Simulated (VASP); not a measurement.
Write the native input for VASP 6.6.1 that does the following.

| Item | Value |
| --- | --- |
| Task | relaxation of cell and atoms |
| Functional | PBEsol |
| Potentials or basis | VASP PAW PBE potentials, release 64 (Be, S) |
| Cutoff | 600 eV |
| k mesh | 8 × 8 × 8 |
| Occupations | gaussian, width 0.02 eV |
| Spin | no spin polarisation |
| Dipole correction | no |
| Further INCAR settings | ALGO = Normal; EDIFF = 1e-07; IBRION = 2; EDIFFG = -0.002; NSW = 100; ISIF = 3 |

The structure of BeS (sol) lies in POSCAR:

```
BeS
1.0
    0.0000000000      2.4351516500      2.4351516500
    2.4351516500      0.0000000000      2.4351516500
    2.4351516500      2.4351516500      0.0000000000
Be S
1 1
Direct
    0.0000000000      0.0000000000      0.0000000000
    0.2500000000      0.2500000000      0.2500000000
```

One way to write it, as run:

INCAR

```
SYSTEM = BeS
  PREC = Accurate
  ENCUT = 600
  EDIFF = 1E-7
  ISMEAR = 0
  SIGMA = 0.02
  LREAL = .FALSE.
  LASPH = .TRUE.
  NELM = 120
  ALGO = Normal
  ISIF = 3
  LWAVE = .FALSE.
  LCHARG = .FALSE.
  GGA = PS
  IBRION = 2
  NSW = 100
  EDIFFG = -0.002
  GGA_COMPAT = .FALSE.
  NELMIN = 4
```

KPOINTS

```
Automatic mesh
0
G
  8 8 8
  0 0 0
```

Potentials or basis: VASP PAW PBE potentials, release 64 (Be, S).

Run with:

```console
$ cat potpaw_PBE.64/Be/POTCAR potpaw_PBE.64/S/POTCAR > POTCAR
$ mpirun -np 1 vasp_std > vasp.out
```

Results of the run:

```json
{"Relaxed volume": "14.18 Å³/atom", "Relaxed cell": "a = 3.423 Å, b = 3.423 Å, c = 3.423 Å, α = 60.00°, β = 60.00°, γ = 60.00°", "Space group after relaxing (to 0.05 Å)": "F-43m (No. 216)", "Energy gained by relaxing": "1.4 meV/atom", "Ionic steps": "3", "Pressure after relaxing": "0.0 GPa", "Band gap on the k mesh": "2.92 eV, indirect (least direct gap 5.61 eV)"}
```

Caveat: the PAW data sets were made with another functional, which shifts forces and pressure a little.

It took 9.5 s on 1 thread of Intel(R) Xeon(R) 6975P-C (Granite Rapids), on a shared host, peak memory 0.15 GiB.
